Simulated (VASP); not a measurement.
# Be (Im-3m) in VASP: notebook, part 2 of 2

VASP 6.6.1. The steps go on from the part before.

## 3. Relaxation of cell and atoms, r2SCAN, target pressure 40 GPa, at which the enthalpy is minimised

The input, POSCAR:

```
Be
1.0
   -1.2650000000      1.2650000000      1.2650000000
    1.2650000000     -1.2650000000      1.2650000000
    1.2650000000      1.2650000000     -1.2650000000
Be
1
Direct
    0.0000000000      0.0000000000      0.0000000000
```

The input, INCAR.step1:

```
PREC = Accurate
ENCUT = 660
ISMEAR = 0
SIGMA = 0.05
LREAL = F
LASPH = T
NELM = 120
GGA = PE
ALGO = Normal
EDIFF = 1E-5
LWAVE = T
LCHARG = F
GGA_COMPAT = F
IBRION = 2
ISIF = 3
EDIFFG = -0.005
NELMIN = 4
NSW = 100
```

The input, INCAR.step2:

```
PREC = Accurate
ENCUT = 660
EDIFF = 1E-7
ISMEAR = 0
SIGMA = 0.05
LREAL = F
LASPH = T
NELM = 120
ALGO = Normal
ISIF = 3
LWAVE = F
LCHARG = F
METAGGA = R2SCAN
LMIXTAU = T
IBRION = 2
NSW = 80
EDIFFG = -0.02
PSTRESS = 400.0
ISTART = 1
GGA_COMPAT = F
NELMIN = 4
```

The input, KPOINTS:

```
regular mesh
0
Gamma
  26 26 26
```

Potentials or basis: VASP PAW PBE potentials, release 64 (Be).

The run is started by

```console
$ cat potpaw_PBE.64/Be/POTCAR > POTCAR
$ cp INCAR.step1 INCAR
$ mpirun -np 1 vasp_std > vasp.out
$ cp INCAR.step2 INCAR
$ mpirun -np 1 vasp_std > vasp.out
```

OUTCAR:

```text
PREC = Accurate
   ENCUT = 660
   EDIFF = 1E-7
   ISMEAR = 0
   LREAL = F
   LASPH = T
   NELM = 120
   ISIF = 3
   METAGGA = R2SCAN
   IBRION = 2
   NSW = 80
   EDIFFG = -0.02
   PSTRESS = 400.0
   ISTART = 1
   NELMIN = 4

 ion  position               nearest neighbor table
   1  0.000  0.000  0.000-

  LATTYP: Found a body centered cubic cell.
 ALAT       =     2.5300000000

  Lattice vectors:

 A1 = (  -1.2650000000,   1.2650000000,   1.2650000000)
 A2 = (   1.2650000000,  -1.2650000000,   1.2650000000)
 A3 = (   1.2650000000,   1.2650000000,  -1.2650000000)

Analysis of symmetry for initial positions (statically):
=====================================================================
 Subroutine PRICEL returns:
 Original cell was already a primitive cell.

 Routine SETGRP: Setting up the symmetry group for a
 body centered cubic supercell.

 Subroutine GETGRP returns: Found 48 space group operations
 (whereof 48 operations were pure point group operations)
 out of a pool of 48 trial point group operations.

The static configuration has the point symmetry O_h .

Analysis of symmetry for dynamics (positions and initial velocities):
=====================================================================
 Subroutine PRICEL returns:
 Original cell was already a primitive cell.
[... 133 lines left out ...]
   AEXX    =    0.0000 exact exchange contribution
   IVDW    =     0    specifies the selected vdW correction
   LEPSILON=     F    determine dielectric tensor
   LRPA    =     F    only Hartree local field effects (RPA)
 conjugate gradient relaxation of ions
 non-spin polarized calculation
 Gauss-broadening in eV      SIGMA  =   0.05
  energy-cutoff  :      660.00
  volume of cell :        8.10
 maximum number of plane-waves:       325
   NGX =  9   NGY =  9   NGZ =  9

--------------------------------------- Ionic step        1  -------------------------------------------

 number of electron       2.0000000 magnetization

 Free energy of the ion-electron system (eV)
  ---------------------------------------------------
  ext. energy  EPLUGINS =         0.00000000
  ---------------------------------------------------
  free energy    TOTEN  =        -4.23999994 eV

  energy without entropy =       -4.23985543  energy(sigma->0) =       -4.23992768

 E-fermi :   7.8082     XC(G=0): -11.1748

 val. band max:        7.8077161632   @ k =  -0.3846  -0.3846   0.0385
 cond. band min:       7.8402642608   @ k =   0.2692   0.2692   0.1538
 fundamental gap:      0.0325480976
 Fermi energy:         7.8082348931

 k-point     1 :       0.0000    0.0000    0.0000
  band No.  band energies     occupation
      1      -5.1596      2.00000
      2      28.3884      0.00000
      3      28.3884      0.00000
      4      28.3884      0.00000
      5      39.4511      0.00000
[... 257 lines left out ...]
--------------------------------------- Ionic step        3  -------------------------------------------

 number of electron       2.0000000 magnetization

 Free energy of the ion-electron system (eV)
  ---------------------------------------------------
  ext. energy  EPLUGINS =         0.00000000
  ---------------------------------------------------
  free energy    TOTEN  =        -4.07685706 eV

  energy without entropy =       -4.07676805  energy(sigma->0) =       -4.07681255

 E-fermi :  10.1672     XC(G=0): -12.0994

 val. band max:       10.1111145578   @ k =   0.2692   0.2692   0.1538
 cond. band min:      10.1704192670   @ k =   0.3462   0.2692   0.0000
 fundamental gap:      0.0593047092
 Fermi energy:        10.1671669697

 k-point     1 :       0.0000    0.0000    0.0000
  band No.  band energies     occupation
      1      -4.4052      2.00000
      2      35.3089      0.00000
      3      35.3089      0.00000
      4      35.3089      0.00000
      5      47.4289      0.00000
[... 216 lines left out ...]
  energy  without entropy=       -4.0767680504  energy(sigma->0) =       -4.07681255

  enthalpy is  TOTEN    =        -2.5125367213 eV   P V=        1.5643203352

 reached required accuracy - stopping structural energy minimisation
```

OUTCAR.step1:

```text
PREC = Accurate
   ENCUT = 660
   ISMEAR = 0
   LREAL = F
   LASPH = T
   NELM = 120
   GGA = PE
[... 478 lines left out ...]
  -------------------------------------------------------------------------------------
  Total       -0.0007053     -0.0007053     -0.0007053      0.0000000      0.0000000     -0.0000000
  in kB       -0.1444241     -0.1444241     -0.1444241      0.0000000      0.0000000     -0.0000000
  external PRESSURE =      -0.1444241 kB  Pullay stress =       0.0000000 kB
[... 16 lines left out ...]
  FREE ENERGIE OF THE ION-ELECTRON SYSTEM (eV)
  ---------------------------------------------------
  free  energy   TOTEN  =        -3.6682163711 eV

  energy  without entropy=       -3.6680687340  energy(sigma->0) =       -3.66814255

 reached required accuracy - stopping structural energy minimisation
```

OSZICAR.step1:

```text
N       E                     dE             d eps       ncg     rms          rms(c)
DAV:   1    -0.121611135598E+01   -0.12161E+01   -0.13341E+03  5295   0.409E+02
DAV:   2    -0.367864123659E+01   -0.24625E+01   -0.22052E+01  6710   0.467E+01
DAV:   3    -0.369213566798E+01   -0.13494E-01   -0.13490E-01  6365   0.292E+00
[... 12 lines left out ...]
   2 F= -.36681465E+01 E0= -.36680726E+01  d E =-.347574E-02
       N       E                     dE             d eps       ncg     rms          rms(c)
DAV:   1    -0.366821574259E+01   -0.68685E-04   -0.27023E-04  5420   0.195E-01    0.672E-03
DAV:   2    -0.366821560972E+01    0.13287E-06   -0.26188E-07  4530   0.723E-03    0.425E-03
DAV:   3    -0.366821641025E+01   -0.80053E-06   -0.29854E-07  2700   0.967E-03    0.171E-04
DAV:   4    -0.366821637112E+01    0.39131E-07   -0.65869E-09  2655   0.137E-03
   3 F= -.36682164E+01 E0= -.36681426E+01  d E =-.354556E-02
```

Run time: 4 min. Hardware: 1 thread of Intel Xeon Platinum 8375C at 2.90GHz (Ice Lake), shared host; peak memory 0.14 GiB.

Results:

```yaml
Free_energy: -4.0769 eV
Relaxed_volume: 6.27 Å³/atom
Relaxed_cell: a = 2.012 Å, b = 2.012 Å, c = 2.012 Å, α = 109.47°, β = 109.47°, γ = 109.47°
Space_group_after_relaxing_to_0.1_Å: Im-3m (No. 229)
Energy_change_on_relaxing_the_run_minimises_the_enthalpy: +163.1 meV/atom
Ionic_steps: 3
Pressure_after_relaxing: 40.3 GPa
Band_gap_on_the_k_mesh: zero (bands 1 and 2 overlap by 6.92 eV)
```

Step by step:
```tsv
step	energy change (eV)	largest force (eV/Å)	pressure (GPa)	volume (Å³)
1	0.0000	0.0000	-4.07	8.10
2	0.3263	0.0000	63.94	5.76
3	0.1631	0.0000	40.28	6.27
```

Final structure:
```
CELL_PARAMETERS angstrom
-1.16137 1.16137 1.16137
1.16137 -1.16137 1.16137
1.16137 1.16137 -1.16137
ATOMIC_POSITIONS crystal
Be 0.00000 0.00000 0.00000
```

Caveat: the cell is relaxed towards a set pressure, so the run minimises the enthalpy, not the energy; the volume moved by over 15 % at a fixed basis, so the end points are rough; the PAW data sets were made with another functional, which shifts forces and pressure a little.

## 4. Relaxation of cell and atoms, r2SCAN, target pressure 60 GPa, at which the enthalpy is minimised

POSCAR is that of step 3.

The input, INCAR.step1:

```
PREC     = Accurate       # precision mode
ENCUT    = 660            # plane-wave cutoff, eV
ISMEAR   = 0              # smearing method
SIGMA    = 0.05           # smearing width, eV
LREAL    = False          # projectors in reciprocal space
LASPH    = True           # aspherical terms in the spheres
NELM     = 120            # most SCF steps
GGA      = PE             # functional
ALGO     = Normal         # electronic algorithm
EDIFF    = 1E-5           # SCF threshold, eV
LWAVE    = True           # write WAVECAR
LCHARG   = False          # write CHGCAR
GGA_COMPAT= False        
IBRION   = 2              # ionic algorithm
ISIF     = 3              # what is computed and relaxed
EDIFFG   = -0.005         # ionic threshold
NELMIN   = 4            
NSW      = 100            # ionic steps
```

The input, INCAR.step2:

```
PREC     = Accurate       # precision mode
ENCUT    = 660            # plane-wave cutoff, eV
EDIFF    = 1E-7           # SCF threshold, eV
ISMEAR   = 0              # smearing method
SIGMA    = 0.05           # smearing width, eV
LREAL    = False          # projectors in reciprocal space
LASPH    = True           # aspherical terms in the spheres
NELM     = 120            # most SCF steps
ALGO     = Normal         # electronic algorithm
ISIF     = 3              # what is computed and relaxed
LWAVE    = False          # write WAVECAR
LCHARG   = False          # write CHGCAR
METAGGA  = R2SCAN         # meta-GGA
LMIXTAU  = True         
IBRION   = 2              # ionic algorithm
NSW      = 80             # ionic steps
EDIFFG   = -0.02          # ionic threshold
PSTRESS  = 600.0        
ISTART   = 1            
GGA_COMPAT= False        
NELMIN   = 4
```

KPOINTS is that of step 3.

The run is started by

```console
$ cat potpaw_PBE.64/Be/POTCAR > POTCAR
$ cp INCAR.step1 INCAR
$ mpirun -np 1 vasp_std > vasp.out
$ cp INCAR.step2 INCAR
$ mpirun -np 1 vasp_std > vasp.out
```

It took 7.4 min on 1 thread of Intel Xeon Platinum 8375C at 2.90GHz (Ice Lake), shared host; peak memory 0.15 GiB.

The run converged. Its results:

```yaml
Free_energy: -3.9415 eV
Relaxed_volume: 5.83 Å³/atom
Relaxed_cell: a = 1.964 Å, b = 1.964 Å, c = 1.964 Å, α = 109.47°, β = 109.47°, γ = 109.47°
Space_group_after_relaxing_to_0.1_Å: Im-3m (No. 229)
Energy_change_on_relaxing_the_run_minimises_the_enthalpy: +298.5 meV/atom
Ionic_steps: 6
Pressure_after_relaxing: 60.1 GPa
Band_gap_on_the_k_mesh: zero (bands 1 and 2 overlap by 7.32 eV)
```

The path:
```csv
step,energy change (eV),largest force (eV/Å),pressure (GPa),volume (Å³)
1,0.0000,0.0000,-4.07,8.10
2,0.8494,0.0000,130.61,4.86
3,0.2912,0.0000,59.11,5.85
4,0.3063,0.0000,61.19,5.81
5,0.2935,0.0000,59.42,5.84
6,0.2985,0.0000,60.11,5.83
```

Final structure:
```cif
data_structure
_symmetry_space_group_name_H-M 'P 1'
_symmetry_Int_Tables_number 1
_cell_length_a 1.9637
_cell_length_b 1.9637
_cell_length_c 1.9637
_cell_angle_alpha 109.471
_cell_angle_beta 109.471
_cell_angle_gamma 109.471
_cell_volume 5.83
loop_
_atom_site_label
_atom_site_type_symbol
_atom_site_fract_x
_atom_site_fract_y
_atom_site_fract_z
_atom_site_occupancy
Be1 Be 0.00000 0.00000 0.00000 1
```

Levels at points of the mesh, in eV from the Fermi level:
```
           k point  band 1  band 2  band 3  band 4
(0.00, 0.00, 0.00)  -15.03   26.58   26.58   26.58
(0.50, 0.00, 0.00)   -6.88    1.39   16.79   20.68
(0.50, 0.50, 0.50)    5.51    5.51    5.51   11.77
```

Caveat: the cell is relaxed towards a set pressure, so the run minimises the enthalpy, not the energy; the volume moved by over 15 % at a fixed basis, so the end points are rough; the PAW data sets were made with another functional, which shifts forces and pressure a little.

## 5. The runs side by side

```csv
cell,gap on the mesh (eV),pressure (GPa)
relaxed to 20 GPa,none,20.1
relaxed to 40 GPa,none,40.3
relaxed to 60 GPa,none,60.1
```

Alike in all rows: task relaxation of cell and atoms; level r2SCAN; potentials or basis VASP PAW PBE potentials, release 64 (Be); no spin polarisation; k mesh 26 × 26 × 26; cutoff (eV) 660; smearing gaussian 0.05 eV.

Caveats: the cell is relaxed towards a set pressure, so the run minimises the enthalpy, not the energy; the volume moved by over 15 % at a fixed basis, so the end points are rough; the PAW data sets were made with another functional, which shifts forces and pressure a little.

Absolute energies hang on the potentials; compare differences alone.

The gap in the log of VASP goes by the Fermi energy; the results here count the filled bands.